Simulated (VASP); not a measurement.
Wanted: the native input for a VASP 6.6.1 run.

* Task: single point
* Functional: PBE
* Potentials or basis: VASP PAW PBE potentials, release 64 (Pt, Ge_d)
* Cutoff: 520 eV
* k mesh: 12 × 12 × 12
* Occupations: fermi-dirac, width 0.1 eV
* Spin: no spin polarisation
* Dipole correction: no
* Further INCAR settings: ALGO = Normal; EDIFF = 1e-06; NBANDS = 19

The structure of GePt (zincblende type) lies in POSCAR:

```
GePt
1.0
    0.0000000000      2.6720971160      2.6720971160
    2.6720971160      0.0000000000      2.6720971160
    2.6720971160      2.6720971160      0.0000000000
Pt Ge
1 1
Direct
    0.0000000000      0.0000000000      0.0000000000
    0.2500000000      0.2500000000      0.2500000000
```

One way to write it, as run:

INCAR

```
SYSTEM = GePt
PREC = Accurate ; ENCUT = 520
EDIFF = 1E-6 ; ISMEAR = -1
SIGMA = 0.1 ; LREAL = .False.
LASPH = .True. ; NELM = 100
ALGO = Normal ; ISIF = 2
LWAVE = .False. ; LCHARG = .False.
GGA = PE ; NBANDS = 19
```

KPOINTS

```
Automatic mesh
0
Gamma
  12 12 12
  0 0 0
```

Potentials or basis: VASP PAW PBE potentials, release 64 (Pt, Ge_d).

Run with:

```bash
$ cat potpaw_PBE.64/Pt/POTCAR potpaw_PBE.64/Ge_d/POTCAR > POTCAR
$ mpirun -np 1 vasp_std > vasp.out
```

It gave:

The pressure is 22.8 GPa and the band gap on the k mesh is zero (band 12 reaches 12.45 eV, above the bottom of band 13 at 5.98 eV).

Caveat: spin-orbit coupling is left out, which moves the levels of the heavy elements.

Wall time 36 s on 1 thread of Intel Xeon 8259CL, with other jobs on the host, peak memory 0.2 GiB.
